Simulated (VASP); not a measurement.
# Pb (I4_1/amd) in VASP: a series of runs

Runs on Pb. Level: PBE. Tasks: single point.

Program: VASP 6.6.1. These are calculated values, not measurements. Logs are shortened: lines on timing, memory, paths and dates and some standing lists are left out, and cuts for length are marked.

## (1) The cell of the first run

Symmetry: I4_1/amd, No. 141, tetragonal system. Conventional cell: a = 4.979 Å, b = 4.979 Å, c = 2.686 Å, α = 90.00°, β = 90.00°, γ = 90.00°. Pb (site symmetry -4m2) has 10 Pb at 2.58 to 3.20 Å within 3.4 Å.

## (2) Single point, PBE (volume scaled by 0.5)

INCAR reads:

```
SYSTEM = Pb
PREC = Accurate
ENCUT = 520
EDIFF = 1E-6
ISMEAR = -1
SIGMA = 0.05
LREAL = .False.
LASPH = .True.
NELM = 100
ALGO = Normal
ISIF = 2
LWAVE = .False.
LCHARG = .False.
GGA = PE
NBANDS = 21
```

KPOINTS reads:

```
Automatic mesh
0
Gamma
  14 14 14
  0 0 0
```

POSCAR reads:

```
Pb
1.0
   -2.4895110964      2.4895110964      1.3431060120
    2.4895110964     -2.4895110964      1.3431060120
    2.4895110964      2.4895110964     -1.3431060120
Pb
2
Direct
   -0.3750000000     -0.1250000000     -0.2500000000
    0.3750000000      0.1250000000      0.2500000000
```

Potentials or basis: VASP PAW PBE potentials, release 64 (Pb_d).

Command:

```bash
cat potpaw_PBE.64/Pb_d/POTCAR > POTCAR
mpirun -np 1 vasp_std > vasp.out
```

OUTCAR:

```text
SYSTEM = Pb
   PREC = Accurate
   ENCUT = 520
   EDIFF = 1E-6
   ISMEAR = -1
   LREAL = .False.
   LASPH = .True.
   NELM = 100
   ISIF = 2
   GGA = PE

 ion  position               nearest neighbor table
   1  0.625  0.875  0.750-   2 2.58   2 2.58   2 2.58   2 2.58   2 3.20   2 3.20   2 3.20   2 3.20

   2  0.375  0.125  0.250-   1 2.58   1 2.58   1 2.58   1 2.58   1 3.20   1 3.20   1 3.20   1 3.20

  LATTYP: Found a body centered tetragonal cell.
 ALAT       =     4.9790221928
 C/A-ratio  =     0.5395059351

  Lattice vectors:

 A1 = (  -2.4895110964,   2.4895110964,   1.3431060120)
 A2 = (   2.4895110964,  -2.4895110964,   1.3431060120)
 A3 = (   2.4895110964,   2.4895110964,  -1.3431060120)

Analysis of symmetry for initial positions (statically):
=====================================================================
 Subroutine PRICEL returns:
 Original cell was already a primitive cell.

 Routine SETGRP: Setting up the symmetry group for a
 body centered tetragonal supercell.

 Subroutine GETGRP returns: Found 16 space group operations
 (whereof  4 operations were pure point group operations)
 out of a pool of 16 trial point group operations.

The static configuration has the point symmetry C_2h.
 The point group associated with its full space group is D_4h.

Analysis of symmetry for dynamics (positions and initial velocities):
=====================================================================
 Subroutine PRICEL returns:
 Original cell was already a primitive cell.

 Routine SETGRP: Setting up the symmetry group for a
 body centered tetragonal supercell.

 Subroutine GETGRP returns: Found 16 space group operations
 (whereof  4 operations were pure point group operations)
 out of a pool of 16 trial point group operations.

The dynamic configuration has the point symmetry C_2h.
 The point group associated with its full space group is D_4h.

 Subroutine INISYM returns: Found 16 space group operations
 (whereof  4 operations are pure point group operations),
 and found     1 'primitive' translations

----------------------------------------------------------------------------------------

                                     Primitive cell

  volume of cell :      33.2965

  direct lattice vectors                    reciprocal lattice vectors
    -2.489511096  2.489511096  1.343106012     0.000000000  0.200842648  0.372271433
     2.489511096 -2.489511096  1.343106012     0.200842648  0.000000000  0.372271433
     2.489511096  2.489511096 -1.343106012     0.200842648  0.200842648  0.000000000

  length of vectors
     3.768191178  3.768191178  3.768191178     0.422993840  0.422993840  0.284034396

  position of ions in fractional coordinates (direct lattice)
     0.625000000  0.875000000  0.750000000
     0.375000000  0.125000000  0.250000000

  ion indices of the primitive-cell ions
   primitive index   ion index
                 1           1
                 2           2

----------------------------------------------------------------------------------------

 KPOINTS: Automatic mesh

Automatic generation of k-mesh.
 Grid dimensions read from file:
 generate k-points for:   14   14   14

 Generating k-lattice:

  Cartesian coordinates                     Fractional coordinates (reciprocal lattice)
     0.000000000  0.014345903  0.026590817     0.071428571  0.000000000  0.000000000
     0.014345903  0.000000000  0.026590817     0.000000000  0.071428571  0.000000000
     0.014345903  0.014345903  0.000000000     0.000000000  0.000000000  0.071428571

  Length of vectors
     0.030213846  0.030213846  0.020288171

  Shift w.r.t. Gamma in fractional coordinates (k-lattice)
     0.000000000  0.000000000  0.000000000

 Subroutine IBZKPT returns following result:
 ===========================================

 Found    244 irreducible k-points:

 Following reciprocal coordinates:
            Coordinates               Weight
  0.000000  0.000000  0.000000      1.000000
  0.071429  0.000000  0.000000      8.000000
  0.142857  0.000000 -0.000000      8.000000
  0.214286  0.000000 -0.000000      8.000000
  0.285714  0.000000 -0.000000      8.000000
  0.357143  0.000000 -0.000000      8.000000
[... 16 lines left out ...]
  0.214286  0.142857 -0.000000     16.000000
  0.285714  0.142857 -0.000000     16.000000
 [... further k-points ...]
   k-points           NKPTS =    244   k-points in BZ     NKDIM =    244   number of bands    NBANDS=     21
   number of dos      NEDOS =    301   number of ions     NIONS =      2
   total plane-waves  NPLWV =  21952
   dimension x,y,z NGX =    28 NGY =   28 NGZ =   28
   dimension x,y,z NGXF=    56 NGYF=   56 NGZF=   56
   ions per type =               2
   NGX,Y,Z   is equivalent  to a cutoff of  12.35, 12.35, 12.35 a.u.
   NGXF,Y,Z  is equivalent  to a cutoff of  24.71, 24.71, 24.71 a.u.
 SYSTEM =  Pb
   PREC   = accura    normal or accurate (medium, high low for compatibility)
   ISTART =      0    job   : 0-new  1-cont  2-samecut
   ICHARG =      2    charge: 1-file 2-atom 10-const
   ISPIN  =      1    spin polarized calculation?
   LNONCOLLINEAR =      F non collinear calculations
   LSORBIT =      F    spin-orbit coupling
   LASPH  =      T    aspherical Exc in radial PAW
   ENCUT  =  520.0 eV  38.22 Ry    6.18 a.u.   7.01  7.01  7.01*2*pi/ulx,y,z
   NELM   =    100;   NELMIN=  2; NELMDL= -5     # of ELM steps
   EDIFF  = 0.1E-05   stopping-criterion for ELM
   LREAL  =      F    real-space projection
[... 7 lines left out ...]
   TEBEG  =    0.0;   TEEND  =   0.0 temperature during run
   PSTRESS=    0.0 pullay stress
   NELECT =      28.0000    total number of electrons
   NUPDOWN=      -1.0000    fix difference up-down
   EMIN   =  10.00;   EMAX   =-10.00  energy-range for DOS
   EFERMI =   0.00;   METHOD = LEGACY
   ISMEAR =    -1;   SIGMA  =   0.05  broadening in eV -4-tet -1-fermi 0-gaus
   EFERMI_NEDOS =   21; number of points for ismear=-14 and -15
   IALGO  =     38    algorithm
   IMIX   =      4    mixing-type and parameters
     AMIX     =   0.40;   BMIX     =  1.00
     AMIX_MAG =   1.60;   BMIX_MAG =  1.00
  volume/ion in A,a.u.               =      16.65       112.35
  Fermi-wavevector in a.u.,A,eV,Ry     =   1.545236  2.920072 32.487352  2.387753
  Thomas-Fermi vector in A             =   2.650643
   LORBIT       =      0    0 simple, 1 ext, 2 COOP (PROOUT), +10 PAW based schemes
   GGA     = PE    functional components
   LHFCALC =     F    Hartree Fock is set to
   AEXX    =    0.0000 exact exchange contribution
   IVDW    =     0    specifies the selected vdW correction
   LEPSILON=     F    determine dielectric tensor
   LRPA    =     F    only Hartree local field effects (RPA)
 non-spin polarized calculation
  energy-cutoff  :      520.00
  volume of cell :       33.30
 maximum number of plane-waves:       920
   NGX = 13   NGY = 13   NGZ = 13

 number of electron      28.0000007 magnetization

 Free energy of the ion-electron system (eV)
  ---------------------------------------------------
  ext. energy  EPLUGINS =         0.00000000
  ---------------------------------------------------
  free energy    TOTEN  =         0.58067248 eV

  energy without entropy =        0.58526180  energy(sigma->0) =        0.58296714

 E-fermi :  17.0442     XC(G=0): -13.3794

 val. band max:       17.0353548519   @ k =   0.4286   0.4286  -0.0000
 cond. band min:      17.0761022478   @ k =  -0.2857   0.1429   0.0714
 fundamental gap:      0.0407473959
 Fermi energy:        17.0442474093

 k-point     1 :       0.0000    0.0000    0.0000
  band No.  band energies     occupation
      1      -3.5955      2.00000
      2      -3.1931      2.00000
      3      -2.9853      2.00000
      4      -2.9668      2.00000
      5      -1.4015      2.00000
      6      -1.4015      2.00000
[... 13 lines left out ...]
     20      29.6543      0.00000
     21      29.6708      0.00000

 k-point     2 :       0.0714    0.0000    0.0000
  band No.  band energies     occupation
      1      -3.5762      2.00000
      2      -3.1547      2.00000
      3      -2.9175      2.00000
      4      -2.8590      2.00000
      5      -1.5242      2.00000
      6      -1.5211      2.00000
[... 13 lines left out ...]
     20      27.6257      0.00000
     21      28.2099      0.00000

 k-point     3 :       0.1429    0.0000   -0.0000
  band No.  band energies     occupation
      1      -3.5143      2.00000
      2      -3.0464      2.00000
      3      -2.7557      2.00000
      4      -2.5740      2.00000
      5      -1.7472      2.00000
      6      -1.6820      2.00000
[... 13 lines left out ...]
     20      26.1115      0.00000
     21      27.0118      0.00000

 k-point     4 :       0.2143    0.0000   -0.0000
  band No.  band energies     occupation
      1      -3.4187      2.00000
      2      -2.8929      2.00000
      3      -2.6256      2.00000
      4      -2.2429      2.00000
      5      -1.9999      2.00000
      6      -1.7022      2.00000
[... 13 lines left out ...]
     20      26.1617      0.00000
     21      26.9400      0.00000

 k-point     5 :       0.2857    0.0000   -0.0000
  band No.  band energies     occupation
      1      -3.3193      2.00000
      2      -2.7592      2.00000
      3      -2.6309      2.00000
      4      -2.1927      2.00000
      5      -2.1910      2.00000
      6      -1.6382      2.00000
[... 13 lines left out ...]
     20      25.6607      0.00000
     21      28.3785      0.00000

 k-point     6 :       0.3571    0.0000   -0.0000
  band No.  band energies     occupation
      1      -3.2456      2.00000
      2      -2.7660      2.00000
      3      -2.6676      2.00000
      4      -2.4306      2.00000
      5      -2.1939      2.00000
      6      -1.7720      2.00000
[... 13 lines left out ...]
     20      25.3799      0.00000
     21      29.9988      0.00000

 k-point     7 :       0.4286    0.0000   -0.0000
  band No.  band energies     occupation
      1      -3.1942      2.00000
      2      -2.8537      2.00000
      3      -2.6881      2.00000
      4      -2.6478      2.00000
      5      -2.0763      2.00000
      6      -1.8650      2.00000
[... 13 lines left out ...]
     20      25.4555      0.00000
     21      30.5569      0.00000
[... 291 lines left out ...]
      1      -3.5276      2.00000
      2      -3.0939      2.00000
      3      -2.9340      2.00000
      4      -2.8809      2.00000
      5      -1.5347      2.00000
      6      -1.4872      2.00000
[... 13 lines left out ...]
     20      28.2193      0.00000
     21      29.0691      0.00000

 k-point    21 :      -0.0714    0.0714    0.0000
  band No.  band energies     occupation
      1      -3.5701      2.00000
      2      -3.1618      2.00000
      3      -2.9934      2.00000
      4      -2.9766      2.00000
      5      -1.4157      2.00000
      6      -1.3903      2.00000
[... 13 lines left out ...]
     20      29.5967      0.00000
     21      29.7615      0.00000

 k-point    22 :       0.1429    0.1429   -0.0000
  band No.  band energies     occupation
      1      -3.3798      2.00000
      2      -2.7936      2.00000
      3      -2.6191      2.00000
      4      -2.1955      2.00000
      5      -1.9229      2.00000
      6      -1.8370      2.00000
[... 13 lines left out ...]
     20      26.1671      0.00000
     21      26.8468      0.00000

 k-point    23 :       0.2143    0.1429   -0.0000
  band No.  band energies     occupation
      1      -3.3310      2.00000
      2      -2.7828      2.00000
      3      -2.6536      2.00000
      4      -2.2135      2.00000
      5      -2.0876      2.00000
      6      -1.9109      2.00000
[... 13 lines left out ...]
     20      26.2859      0.00000
     21      27.7662      0.00000

 k-point    24 :       0.2857    0.1429   -0.0000
  band No.  band energies     occupation
      1      -3.3116      2.00000
      2      -2.9083      2.00000
      3      -2.5513      2.00000
      4      -2.3588      2.00000
      5      -2.1120      2.00000
      6      -2.0002      2.00000
[... 13 lines left out ...]
     20      26.2566      0.00000
     21      28.8269      0.00000

 [... further k-points ...]
[... 5 lines left out ...]
  --------------------------------------------------------------------------------------
  -------------------------------------------------------------------------------------
  Total       29.4950530     29.4950530     29.3625529      0.0000000      0.0000000      0.0000000
  in kB     1419.2579855   1419.2579855   1412.8822761      0.0000000      0.0000000      0.0000000
  external PRESSURE =    1417.1327490 kB  Pullay stress =       0.0000000 kB

 VOLUME and BASIS-vectors are now :
 -----------------------------------------------------------------------------
  energy-cutoff  :      520.00
  volume of cell :       33.30
      direct lattice vectors                 reciprocal lattice vectors
    -2.489511096  2.489511096  1.343106012     0.000000000  0.200842648  0.372271433
     2.489511096 -2.489511096  1.343106012     0.200842648  0.000000000  0.372271433
     2.489511096  2.489511096 -1.343106012     0.200842648  0.200842648  0.000000000

 POSITION                                       TOTAL-FORCE (eV/Angst)
 -----------------------------------------------------------------------------------
      2.48951      1.24476      1.00733         0.000000     -0.000000      0.000000
     -0.00000      1.24476      0.33578        -0.000000      0.000000     -0.000000
 -----------------------------------------------------------------------------------
    total drift:                                0.000000      0.000000     -0.000000

  FREE ENERGIE OF THE ION-ELECTRON SYSTEM (eV)
  ---------------------------------------------------
  free  energy   TOTEN  =         0.5806724794 eV

  energy  without entropy=        0.5852617966  energy(sigma->0) =        0.58296714
```

Wall time 77 s (1 thread of Intel Xeon 6975P-C (Granite Rapids), shared host); peak memory 0.26 GiB.

What came out:

- Free energy: 0.5807 eV
- Pressure: 141.7 GPa
- Band gap on the k mesh: zero (band 14 reaches 19.75 eV, above the bottom of band 15 at 12.38 eV)

Levels at points of the mesh, in eV from the Fermi level:
| k point | band 11 | band 12 | band 13 | band 14 | band 15 | band 16 | band 17 | band 18 |
| --- | --- | --- | --- | --- | --- | --- | --- | --- |
| (0.00, 0.00, 0.00) | -17.11 | -4.34 | -4.34 | -3.71 | 3.42 | 7.69 | 7.69 | 11.27 |
| (0.50, 0.00, 0.00) | -9.63 | -9.14 | -3.64 | -2.66 | -2.42 | 2.84 | 3.39 | 8.05 |
| (0.50, 0.50, 0.00) | -14.36 | -14.36 | 0.92 | 0.92 | 2.00 | 2.00 | 7.23 | 7.23 |
| (0.50, 0.50, 0.50) | -10.35 | -10.35 | -9.19 | -9.19 | 7.23 | 7.23 | 12.08 | 12.08 |

Caveat: spin-orbit coupling is left out, which moves the levels of the heavy elements.

## (3) Single point, PBE (volume scaled by 0.7)

INCAR reads:

```
SYSTEM = Pb
  PREC = Accurate
  ENCUT = 520
  EDIFF = 1E-6
  ISMEAR = -1
  SIGMA = 0.05
  LREAL = .False.
  LASPH = .True.
  NELM = 100
  ALGO = Normal
  ISIF = 2
  LWAVE = .False.
  LCHARG = .False.
  GGA = PE
  NBANDS = 21
```

KPOINTS is that of step 2.

POSCAR reads:

```
Pb
1.0
   -2.7918823932      2.7918823932      1.4951068173
    2.7918823932     -2.7918823932      1.4951068173
    2.7918823932      2.7918823932     -1.4951068173
Pb
2
Direct
   -0.3750000000     -0.1250000000     -0.2500000000
    0.3750000000      0.1250000000      0.2500000000
```

Potentials or basis: VASP PAW PBE potentials, release 64 (Pb_d).

Command:

```bash
cat potpaw_PBE.64/Pb_d/POTCAR > POTCAR
mpirun -np 1 vasp_std > vasp.out
```

It took 87 s on 1 thread of Intel Xeon 6975P-C (Granite Rapids), shared host; peak memory 0.31 GiB.

Results (log left out):

* Free energy: -5.4714 eV
* Pressure: 31.4 GPa
* Band gap on the k mesh: zero (band 14 reaches 12.27 eV, above the bottom of band 15 at 7.58 eV)

Stress tensor (GPa, compression positive):
```
31.48  0.00  0.00
 0.00 31.48  0.00
 0.00  0.00 31.28
```

Levels at points of the mesh, in eV from the Fermi level:
| k point | band 10 | band 11 | band 12 | band 13 | band 14 | band 15 | band 16 | band 17 | band 18 | band 19 |
| --- | --- | --- | --- | --- | --- | --- | --- | --- | --- | --- |
| (0.00, 0.00, 0.00) | -16.58 | -14.08 | -5.12 | -2.66 | -2.66 | 3.53 | 6.90 | 6.90 | 8.88 | 8.91 |
| (0.50, 0.00, 0.00) | -16.73 | -8.65 | -6.91 | -3.16 | -2.26 | -1.32 | 2.88 | 3.12 | 5.88 | 7.99 |
| (0.50, 0.50, 0.00) | -16.98 | -11.34 | -11.34 | 0.87 | 0.87 | 1.43 | 1.43 | 6.94 | 6.94 | 11.70 |
| (0.50, 0.50, 0.50) | -17.14 | -9.47 | -9.47 | -6.08 | -6.08 | 6.33 | 6.33 | 11.09 | 11.09 | 12.22 |

Caveat: spin-orbit coupling is left out, which moves the levels of the heavy elements.
